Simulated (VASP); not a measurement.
Runs of VASP 6.6.1 on GdO. The structure is cubic, space group F-43m (No. 216). The conventional cell has a = 5.400 Å, b = 5.400 Å, c = 5.400 Å, α = 90.00°, β = 90.00°, γ = 90.00°. Gd (site symmetry -43m) has 4 O at 2.34 Å within 3.1 Å. Within 3.1 Å of O (site symmetry -43m) lie 4 Gd at 2.34 Å. 

```csv
U,gap on the mesh (eV),pressure (GPa),moment (μB)
Gd f U = 1.0 eV,none,(a),7.05
Gd f U = 5.0 eV,none,(b),7.76
Gd f U = 3.0 eV,none,-7.1,7.56
Gd f U = 7.0 eV,none,-6.4,7.81
```

Alike in all rows: task single point; level LDA+U; potentials or basis VASP PAW PBE potentials, release 64 (Gd, O); spin collinear, ferromagnetic start; cell as given; k mesh 9 × 9 × 9; cutoff (eV) 520; smearing fermi-dirac 0.1 eV.

**Question.** Fill in the values left out.

**Answer.** (a) -7.2; (b) -6.6.

Caveats: the PAW data sets were made with another functional, which shifts forces and pressure a little; spin-orbit coupling is left out, which moves the levels of the heavy elements; a cell with one magnetic atom can't hold antiferromagnetic order, which such compounds often take.

A k mesh can miss the band edges, and the runs leave out spin-orbit coupling on Gd.

A gap of «none» marks levels without a gap at the run's occupations.
